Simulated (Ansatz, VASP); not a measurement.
C11O in VASP and in Ansatz

Contents of INCAR:

```
  ALGO = Normal
  DIPOL = 0.5 0.5 0.313
  EDIFF = 1E-7
  ENCUT = 520
  GGA = PE
  IDIPOL = 3
  ISIF = 2
  ISMEAR = 0
  IVDW = 12
  LASPH = T
  LCHARG = F
  LDIPOL = T
  LREAL = F
  LWAVE = F
  NBANDS = 37
  NELM = 60
  PREC = Accurate
  SIGMA = 0.05
```

KPOINTS

```
k-points
0
Gamma
  8 7 1
```

POSCAR

```
C11O
1.0
    3.6473242347      0.0000000000      0.0000000000
   -1.6658829406      3.9310150970      0.0000000000
    0.0000000000      0.0000000000     23.5809581735
C O
11 1
Direct
    0.5001799340      0.3333933113      0.1696283913
    0.4998200660      0.6666066887      0.1696283913
    0.5001799340      0.8333933113      0.2218942371
    0.4998200660      0.1666066887      0.2218942371
    0.5000212339      0.3353169667      0.2741412245
    0.4999787661      0.6646830333      0.2741412245
    0.5001286265      0.8366480408      0.3266192407
    0.4998713735      0.1633519592      0.3266192407
    0.4997623712      0.3544335279      0.3744953071
    0.5002376288      0.6455664721      0.3744953071
    0.4997623712      0.3544335279      0.5377626337
    0.4997623712      0.3544335279      0.4889944712
```

Input for Ansatz:

```yaml
crystal:
  lattice:
    - [3.6473242347, 0.0, 0.0]
    - [-1.6658829406, 3.931015097, 0.0]
    - [0.0, 0.0, 23.5809581735]
  atoms:
    - { symbol: C, position: [0.500179934, 0.3333933113, 0.1696283913] }
    - { symbol: C, position: [0.499820066, 0.6666066887, 0.1696283913] }
    - { symbol: C, position: [0.500179934, 0.8333933113, 0.2218942371] }
    - { symbol: C, position: [0.499820066, 0.1666066887, 0.2218942371] }
    - { symbol: C, position: [0.5000212339, 0.3353169667, 0.2741412245] }
    - { symbol: C, position: [0.4999787661, 0.6646830333, 0.2741412245] }
    - { symbol: C, position: [0.5001286265, 0.8366480408, 0.3266192407] }
    - { symbol: C, position: [0.4998713735, 0.1633519592, 0.3266192407] }
    - { symbol: C, position: [0.4997623712, 0.3544335279, 0.3744953071] }
    - { symbol: C, position: [0.5002376288, 0.6455664721, 0.3744953071] }
    - { symbol: O, position: [0.4997623712, 0.3544335279, 0.4889944712] }
    - { symbol: C, position: [0.4997623712, 0.3544335279, 0.5377626337] }
basis:
  ecutwfc: 420
kpoints:
  mp_grid: { grid: [8, 7, 1] }
hamiltonian:
  xc: pbe
  pseudopotentials: { kind: paw, azcp: { folder: soft_1 } }
  dispersion: d3bj
scf:
  occupations: { method: gaussian, width: 0.05 }
output:
  forces: true
  eigenvalues: true
efield:
  axis: 3
  dipole_correction: true
  ramp_width: 0.04
```

Alike in both runs: task single point; functional PBE; dispersion D3(BJ); k mesh 8 × 7 × 1; occupations gaussian, width 0.05 eV; no spin polarisation.

```csv
,VASP,Ansatz
version,VASP 6.6.1,Ansatz 0.2.0
potentials or method,"VASP PAW PBE potentials, release 64 (C, O), cutoff 520 eV","scalar-relativistic, plane waves, PAW"
valence electrons in the cell,50,50
```

VASP gave:

| Property | Result |
| --- | --- |
| gap on the k mesh at the Fermi level (eV) | none |
| rms of the force components (eV/Å) | 1.641 |

Task: What did Ansatz give for the same quantities?

Result: gap on the k mesh at the Fermi level (eV): none; rms of the force components (eV/Å): 1.682.

A gap of «none» marks a metal or a gap that the smearing closes.

Noted on VASP's run: the standard files for N, O and F lose accuracy on very short bonds.
